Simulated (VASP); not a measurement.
The system is Li4H3F.

```xyz
64
Lattice="7.9737 0.0000 0.0000 0.0000 7.9737 0.0000 0.0000 0.0000 7.9737" Properties=species:S:1:pos:R:3 pbc="T T T"
F     1.9918    7.9602    7.9558
F     2.0231    7.9659    3.9740
F     1.9935    3.9847    7.9465
F     3.9815    5.9717    0.0475
F     3.9678    7.9561    5.9611
F     4.0260    3.9945    5.9510
F     1.9827    1.9631    5.9904
F     1.9854    5.9830    5.9997
H     1.9902    3.9900    4.0128
H     5.9733    7.9335    7.9684
H     5.9764    0.0046    3.9736
H     5.9920    3.9627    0.0018
H     5.9960    4.0016    3.9772
H     7.9654    1.9827    7.9712
H     0.0063    2.0223    4.0087
H     7.9551    5.9736    0.0258
H     0.0104    5.9603    3.9480
H     4.0028    1.9763    0.0086
H     3.9884    1.9573    4.0076
H     3.9997    5.9933    3.9482
H     7.9718    7.9646    2.0114
H     0.0089    0.0223    6.0047
H     0.0217    3.9960    1.9596
H     0.0096    4.0112    6.0069
H     4.0035    7.9725    2.0193
H     3.9695    4.0156    1.9711
H     2.0080    2.0229    2.0117
H     1.9536    5.9315    1.9836
H     5.9713    1.9783    2.0052
H     6.0157    2.0132    5.9695
H     5.9779    5.9692    1.9808
H     5.9868    5.9985    5.9734
Li    7.9584    0.0319    7.9406
Li    0.0061    7.9670    4.0042
Li    7.9509    4.0033    0.0103
Li    0.0017    3.9753    3.9623
Li    3.9643    0.0179    7.9620
Li    4.0125    0.0182    4.0058
Li    3.9806    3.9872    0.0261
Li    3.9902    3.9822    3.9558
Li    1.9943    2.0054    0.0184
Li    1.9493    1.9711    4.0050
Li    1.9999    5.9632    0.0050
Li    1.9642    5.9983    4.0049
Li    5.9806    1.9840    7.9366
Li    6.0003    1.9885    3.9908
Li    5.9717    5.9545    7.9682
Li    5.9688    5.9945    3.9611
Li    1.9888    0.0168    2.0131
Li    2.0252    7.9658    5.9908
Li    1.9941    3.9353    1.9736
Li    2.0016    3.9449    5.9761
Li    6.0253    7.9406    2.0391
Li    5.9865    0.0187    6.0166
Li    5.9702    3.9734    1.9525
Li    5.9625    4.0050    5.9940
Li    0.0232    2.0123    2.0041
Li    7.9736    1.9779    6.0084
Li    0.0127    5.9797    2.0069
Li    7.9467    5.9499    6.0030
Li    4.0192    1.9803    2.0201
Li    4.0124    2.0319    5.9780
Li    3.9939    5.9877    1.9487
Li    3.9895    5.9774    5.9511
```

| Item | Value |
| --- | --- |
| Program | VASP 6.6.1 |
| Task | relaxation of volume and atoms at fixed shape |
| Functional | PBEsol |
| Potentials or basis | VASP PAW PBE potentials, release 64 (F, H, Li_sv) |
| Cutoff | 880 eV |
| k mesh | 1 × 1 × 1, shifted |
| Occupations | fermi-dirac, width 0.05 eV |
| Spin | no spin polarisation |

At the start: pressure 0.4 GPa; volume 7.92 Å³/atom.

How do energy, volume and symmetry change on relaxing?

Over 11 steps the energy falls by 2.7 meV/atom and the volume is 8.01 Å³/atom (+1.1 %); space group P1 (No. 1, to 0.1 Å) before and after.

Step by step:
```csv
step,energy change (eV),largest force (eV/Å),pressure (GPa),volume (Å³)
1,0.0000,0.3346,0.42,506.98
2,-0.0655,0.2194,0.24,508.50
3,-0.1440,0.1402,-0.14,513.08
4,-0.1443,0.1288,-0.12,512.79
5,-0.1613,0.0768,-0.04,512.52
6,-0.1699,0.0610,0.01,512.20
7,-0.1700,0.0642,0.01,512.17
8,-0.1732,0.0427,0.04,512.16
9,-0.1724,0.0645,0.04,512.15
10,-0.1743,0.0325,0.05,512.16
11,-0.1753,0.0224,0.01,512.63
```

Final structure:
```
F H Li
1.0
     8.00328    0.00000    0.00000
     0.00000    8.00328    0.00000
     0.00000    0.00000    8.00328
F H Li
8 24 32
Direct
  0.25057 0.99953 0.00035
  0.25020 0.99966 0.50160
  0.25042 0.49953 0.99918
  0.49973 0.74972 0.99943
  0.50046 0.99962 0.75020
  0.49984 0.49993 0.74963
  0.25136 0.24930 0.75111
  0.24998 0.74977 0.74998
  0.24915 0.49921 0.49781
  0.75223 0.99996 0.00116
  0.75196 0.00018 0.49906
  0.75122 0.49863 0.00059
  0.75109 0.49967 0.49859
  0.99819 0.24944 0.00174
  0.99885 0.25074 0.49963
  0.99725 0.74928 0.00131
  0.99815 0.74864 0.49872
  0.50391 0.24968 0.00315
  0.50323 0.25050 0.49815
  0.50204 0.74925 0.49680
  0.99901 0.99997 0.25052
  0.99693 0.99992 0.75031
  0.99915 0.49907 0.25033
  0.99782 0.49967 0.74928
  0.50201 0.99994 0.25115
  0.50121 0.49863 0.25117
  0.25016 0.25019 0.25158
  0.24883 0.74896 0.25162
  0.75116 0.24986 0.25080
  0.75217 0.25033 0.74995
  0.75103 0.74880 0.25050
  0.75287 0.74947 0.74863
  0.00011 0.99979 0.00091
  0.00005 0.99988 0.49952
  0.99985 0.49949 0.00069
  0.99923 0.49985 0.49922
  0.50006 0.99928 0.99987
  0.50015 0.99981 0.50022
  0.50004 0.50029 0.99995
  0.50103 0.49947 0.49984
  0.24995 0.24977 0.00006
  0.24969 0.24897 0.50044
  0.25023 0.74975 0.99986
  0.24949 0.75043 0.50015
  0.75098 0.24994 0.00090
  0.75096 0.25006 0.49910
  0.75017 0.74967 0.00045
  0.75121 0.74969 0.49901
  0.24996 0.99992 0.25044
  0.25026 0.99987 0.75020
  0.24978 0.49939 0.24973
  0.25017 0.49982 0.75028
  0.75043 0.00035 0.25052
  0.75010 0.00023 0.74980
  0.75066 0.49923 0.25032
  0.74989 0.49966 0.74977
  0.99910 0.25021 0.25083
  0.99982 0.25004 0.74987
  0.99885 0.74906 0.25026
  0.99976 0.74975 0.74968
  0.50204 0.25028 0.25044
  0.50027 0.24988 0.75004
  0.50102 0.74922 0.24947
  0.49997 0.74978 0.75015
```

Caveat: the PAW data sets were made with another functional, which shifts forces and pressure a little.
